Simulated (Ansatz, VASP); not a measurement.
## One calculation of BaTe, two programs

File INCAR:

```
PREC = Accurate
ENCUT = 520
EDIFF = 1E-6
ISMEAR = 0
SIGMA = 0.05
LREAL = False
LASPH = True
NELM = 60
ALGO = Normal
ISIF = 2
LWAVE = False
LCHARG = False
GGA = CA
NBANDS = 15
```

Contents of KPOINTS:

```
regular mesh
0
Gamma
  6 6 6
```

The input POSCAR:

```
BaTe
1.0
    4.2624660000      0.0000000000      0.0000000000
    0.0000000000      4.2624660000      0.0000000000
    0.0000000000      0.0000000000      4.5821509500
Ba Te
1 1
Direct
    0.0000000000      0.0000000000      0.0000000000
    0.5000000000      0.5000000000      0.5000000000
```

Input for Ansatz:

```yaml
crystal:
  lattice:
    - [4.262466, 0.0, 0.0]
    - [0.0, 4.262466, 0.0]
    - [0.0, 0.0, 4.58215095]
  atoms:
    - { symbol: Ba, position: [0.0, 0.0, 0.0] }
    - { symbol: Te, position: [0.5, 0.5, 0.5] }
basis:
  ecutwfc: 420
kpoints:
  mp_grid: { grid: [6, 6, 6] }
hamiltonian:
  xc: lda
scf:
  occupations: { method: gaussian, width: 0.05 }
output:
  forces: true
  stress: true
  eigenvalues: true
```

Change from the starting cell: strain +0.0750 x Voigt [0, 0, 1, 0, 0, 0], atoms carried along.

Alike in both runs: task single point; functional LDA; k mesh 6 × 6 × 6; occupations gaussian, width 0.05 eV; no spin polarisation.

```csv
,VASP,Ansatz
version,VASP 6.6.1,Ansatz 0.2.0
potentials or method,"VASP PAW LDA potentials, release 64 (Ba_sv, Te), cutoff 520 eV","scalar-relativistic, plane waves, PAW"
valence electrons in the cell,16,26
```

```tsv
	VASP	Ansatz	Ansatz less VASP
gap on the k mesh at the Fermi level (eV)	0.48	0.56	+0.083
least direct gap on the mesh (eV)	0.58	0.66	+0.080
pressure (GPa)	-4.4	-4.8	-0.36
traceless stress, the component that is largest in VASP (GPa)	-3.14	-3.14	+0.002
```

LDA's correlation is that of Perdew and Zunger in VASP and of Perdew and Wang (1992) in Ansatz. VASP's potentials hold 16 valence electrons a cell and Ansatz's 26, so a difference there can come from the potentials and not from the codes.

Spin-orbit coupling is off throughout.
